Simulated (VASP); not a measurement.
The system is NaH.

```
CELL_PARAMETERS angstrom
2.42134 0.00000 0.00000
0.00000 2.42134 0.00000
0.00000 0.00000 2.42134
ATOMIC_POSITIONS crystal
Na 0.00000 0.00000 0.00000
H 0.50000 0.50000 0.50000
```

| Item | Value |
| --- | --- |
| Program | VASP 6.6.1 |
| Task | relaxation of cell and atoms |
| Functional | PBE |
| Potentials or basis | VASP PAW PBE potentials, release 64 (Na_pv, H) |
| Cutoff | 600 eV |
| k mesh | 10 × 10 × 10 |
| Occupations | fermi-dirac, width 0.02 eV |
| Spin | no spin polarisation |

At the start: pressure 44.9 GPa; volume 7.10 Å³/atom.

**Question.** How do energy, volume and symmetry change on relaxing?

**Answer.** Over 23 steps the energy falls by 501.6 meV/atom and the volume is 12.75 Å³/atom (+79.6 %); space group Pm-3m (No. 221, to 0.05 Å).

Step by step:
| step | energy change (eV) | largest force (eV/Å) | pressure (GPa) | volume (Å³) |
| --- | --- | --- | --- | --- |
| 1 | 0.0000 | 0.0000 | 44.86 | 14.20 |
| 2 | -0.7587 | 0.0000 | 14.58 | 18.68 |
| 3 | -0.9697 | 0.0000 | 4.06 | 22.59 |
| 4 | -0.9099 | 0.0000 | -3.89 | 31.98 |
| 5 | -1.0014 | 0.0000 | -0.75 | 26.31 |
| 6 | -1.0032 | 0.0000 | -0.10 | 25.63 |
| 7 | -1.0032 | 0.0000 | 0.19 | 25.35 |
| 8 | -1.0032 | 0.0000 | 0.19 | 25.35 |
| 9 | -1.0032 | 0.0000 | 0.19 | 25.36 |
| 10 | -1.0032 | 0.0000 | 0.18 | 25.36 |
| 11 | -1.0032 | 0.0000 | 0.18 | 25.36 |
| 12 | -1.0032 | 0.0000 | 0.18 | 25.36 |
| 13 | -1.0032 | 0.0000 | 0.18 | 25.36 |
| 14 | -1.0032 | 0.0000 | 0.18 | 25.36 |
| 15 | -1.0032 | 0.0000 | 0.18 | 25.36 |
| 16 | -1.0032 | 0.0000 | 0.18 | 25.36 |
| 17 | -1.0032 | 0.0000 | 0.19 | 25.36 |
| 18 | -1.0032 | 0.0000 | 0.16 | 25.36 |
| 19 | -1.0032 | 0.0000 | 0.17 | 25.36 |
| 20 | -1.0032 | 0.0000 | 0.16 | 25.37 |
| 21 | -1.0032 | 0.0000 | 0.14 | 25.39 |
| 22 | -1.0032 | 0.0000 | 0.09 | 25.43 |
| 23 | -1.0033 | 0.0000 | 0.00 | 25.50 |

Final structure:
```
Na H
1.0
     2.94324    0.00000    0.00000
     0.00000    2.94324    0.00000
     0.00000    0.00000    2.94324
Na H
1 1
Direct
  0.00000 0.00000 0.00000
  0.50000 0.50000 0.50000
```

Caveat: the volume moved by over 15 % at a fixed basis, so the end points are rough.
